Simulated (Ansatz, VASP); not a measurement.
## One calculation of Si, two programs

```
Si
1.0
     0.00000    5.42712    5.42712
     5.42712    0.00000    5.42712
     5.42712    5.42712    0.00000
Si
16
Direct
  0.37500 0.37500 0.37500
  0.25000 0.25000 0.25000
  0.37500 0.37500 0.87500
  0.25000 0.25000 0.75000
  0.37500 0.87500 0.37500
  0.25000 0.75000 0.25000
  0.37500 0.87500 0.87500
  0.25000 0.75000 0.75000
  0.87500 0.37500 0.37500
  0.75000 0.25000 0.25000
  0.87500 0.37500 0.87500
  0.75000 0.25000 0.75000
  0.87500 0.87500 0.37500
  0.75000 0.75000 0.25000
  0.87500 0.87500 0.87500
  0.75000 0.75000 0.75000
```

Alike in both runs: task single point; functional r2SCAN; k mesh 2 × 2 × 2; occupations gaussian, width 0.02 eV; no spin polarisation.

|  | VASP | Ansatz |
| --- | --- | --- |
| version | VASP 6.6.1 | Ansatz 0.2.0 |
| potentials or method | VASP PAW PBE potentials, release 64 (Si), cutoff 550 eV | plane waves, PAW |
| valence electrons in the cell | 64 | 64 |

Ansatz gave:

| Property | Result |
| --- | --- |
| gap on the k mesh at the Fermi level (eV) | 0.88 |

Task: Estimate VASP's values.

Result: gap on the k mesh at the Fermi level (eV): 0.90.

VASP's potentials were made for PBE, not for r2SCAN. The functional is the same, so the differences come from potentials, cutoffs and numerics.

The k mesh is coarse, so the values compare programs but aren't converged.
